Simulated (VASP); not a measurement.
Input of a VASP 6.6.1 run:

The input INCAR:

```
  PREC = Accurate
  ENCUT = 600
  EDIFF = 1E-6
  ISMEAR = -1
  SIGMA = 0.15
  LREAL = False
  LASPH = True
  NELM = 120
  ALGO = Normal
  ISIF = 2
  LWAVE = False
  LCHARG = False
  NBANDS = 58
  GGA_COMPAT = False
```

The input KPOINTS:

```
Automatic mesh
0
Gamma
  6 8 6
```

File POSCAR:

```
NiGe
1.0
    5.2682346926      0.0000000000      0.0000000000
    0.0000000000      3.4013057206      0.0000000000
    0.0000000000      0.0000000000      5.6947980272
Ni Ge
4 4
Direct
    0.5068419002      0.2500000000      0.6901532783
    0.4931580998      0.7500000000      0.3098467217
    0.0068419002      0.2500000000      0.8098467217
    0.9931580998      0.7500000000      0.1901532783
    0.6900522571      0.2500000000      0.0877357845
    0.3099477429      0.7500000000      0.9122642155
    0.1900522571      0.2500000000      0.4122642155
    0.8099477429      0.7500000000      0.5877357845
```

Potentials or basis: VASP PAW LDA potentials, release 64 (Ni, Ge_d).

Command:

```bash
$ cat potpaw_LDA.64/Ni/POTCAR potpaw_LDA.64/Ge_d/POTCAR > POTCAR
$ mpirun -np 1 vasp_std > vasp.out
```

**Question.** Estimate the pressure.

**Answer.** 0.3 GPa.

**Question.** Estimate the largest force.

**Answer.** 0.016 eV/Å.

**Question.** What does it give for the band gap on the k mesh?

**Answer.** Zero (band 48 reaches 10.21 eV, above the bottom of band 49 at 8.61 eV).

Forces in eV/Å, atoms in the order of the input:
```
Ni   0.015  0.000 -0.004
Ni  -0.015  0.000  0.004
Ni   0.015  0.000  0.004
Ni  -0.015  0.000 -0.004
Ge  -0.001  0.000  0.002
Ge   0.001  0.000 -0.002
Ge  -0.001  0.000 -0.002
Ge   0.001  0.000  0.002
```

Spin polarisation is off, so any magnetic state and its effect on volume and gap are missing.
